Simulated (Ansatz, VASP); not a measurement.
Two plane-wave programs on C

```
CELL_PARAMETERS angstrom
1.88037 -4.56957 -0.00080
1.88037 4.56957 -0.00080
-1.35566 0.00000 2.22454
ATOMIC_POSITIONS crystal
C 0.68440 0.03262 0.13377
C 0.57321 0.42679 0.00000
C 0.42679 0.57321 0.00000
C 0.31560 0.96738 0.86623
C 0.96738 0.31560 0.86623
C 0.03262 0.68440 0.13377
```

Change from the starting cell: the structure that the rattled cell fell into.

Alike in both runs: functional PBE; k mesh 12 × 12 × 16; occupations gaussian, width 0.1 eV; no spin polarisation.

Ansatz relaxed the structure, and its values are those at the end. VASP's run is a single point on that final structure, the one shown.

|  | VASP | Ansatz |
| --- | --- | --- |
| version | VASP 6.6.1 | Ansatz 0.2.0 |
| potentials or method | VASP PAW PBE potentials, release 64 (C), cutoff 520 eV | scalar-relativistic, plane waves, PAW |
| valence electrons in the cell | 24 | 24 |

|  | VASP | Ansatz | Ansatz less VASP |
| --- | --- | --- | --- |
| gap on the k mesh at the Fermi level (eV) | none | none | - |
| pressure (GPa) | 0.5 | 0.0 | -0.48 |
| rms of the force components (eV/Å) | 0.008 | 0.001 | -0.0068 |

A gap of «none» marks a metal or a gap that the smearing closes.
